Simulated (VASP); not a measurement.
# K2F: relaxation of cell and atoms with PBE

Crystal: K2F.

```
K F
1.0
     5.22112    0.00000    0.00000
     0.00000    5.22112    0.00000
     0.00000    0.00000    4.51030
K F
2 1
Cartesian
  2.6106 0.0000 2.2552
  0.0000 2.6106 2.2552
  0.0000 0.0000 2.2552
```

* Program: VASP 6.6.1
* Task: relaxation of cell and atoms
* Functional: PBE
* Potentials or basis: VASP PAW PBE potentials, release 64 (K_sv, F)
* Cutoff: 600 eV
* k mesh: 10 × 10 × 10
* Occupations: gaussian, width 0.1 eV
* Spin: no spin polarisation
* Dipole correction: no
* Further INCAR settings: ALGO = Normal; EDIFF = 1e-07; IBRION = 2; EDIFFG = -0.01; NSW = 100; ISIF = 3

```json
{
 "Relaxed volume": "41.37 Å³/atom",
 "Relaxed cell": "a = 5.247 Å, b = 5.247 Å, c = 4.509 Å, α = 90.00°, β = 90.00°, γ = 90.00°",
 "Space group after relaxing (to 0.05 Å)": "P4/mmm (No. 123)",
 "Energy gained by relaxing": "0.3 meV/atom",
 "Ionic steps": "3",
 "Pressure after relaxing": "0.0 GPa"
}
```

Step by step:
```tsv
step	energy change (eV)	largest force (eV/Å)	pressure (GPa)	volume (Å³)
1	0.0000	0.0000	0.15	122.95
2	-0.0007	0.0000	0.05	123.64
3	-0.0009	0.0000	0.00	124.12
```

Final structure:
```
K F
1.0
     5.24668    0.00000    0.00000
     0.00000    5.24668    0.00000
     0.00000    0.00000    4.50900
K F
2 1
Direct
  0.50000 0.00000 0.50000
  0.00000 0.50000 0.50000
  0.00000 0.00000 0.50000
```

Levels at points of the mesh, in eV from the Fermi level:
| k point | band 9 | band 10 | band 11 | band 12 | band 13 | band 14 | band 15 | band 16 |
| --- | --- | --- | --- | --- | --- | --- | --- | --- |
| (0.00, 0.00, 0.00) | -15.04 | -4.48 | -4.48 | -4.38 | -1.49 | 2.31 | 3.50 | 3.75 |
| (0.50, 0.00, 0.00) | -14.98 | -4.91 | -4.51 | -4.41 | -0.39 | 0.71 | 3.30 | 3.86 |
| (0.50, 0.50, 0.00) | -14.90 | -4.95 | -4.95 | -4.45 | 0.71 | 1.34 | 1.34 | 3.15 |
| (0.00, 0.00, 0.50) | -15.04 | -4.54 | -4.47 | -4.47 | 0.45 | 0.64 | 3.12 | 3.12 |
| (0.50, 0.00, 0.50) | -14.98 | -4.88 | -4.57 | -4.50 | 0.90 | 1.49 | 2.21 | 3.95 |
| (0.50, 0.50, 0.50) | -14.90 | -4.92 | -4.92 | -4.61 | 1.11 | 2.58 | 3.04 | 3.05 |

It took 10 min on 1 thread of Intel(R) Xeon(R) Platinum 8259CL CPU @ 2.50GHz (Skylake/Cascade Lake), with other jobs on the host, peak memory 0.45 GiB.

Caveat: an odd number of electrons without spin polarisation forces a metal; a magnetic or distorted state may lie lower.
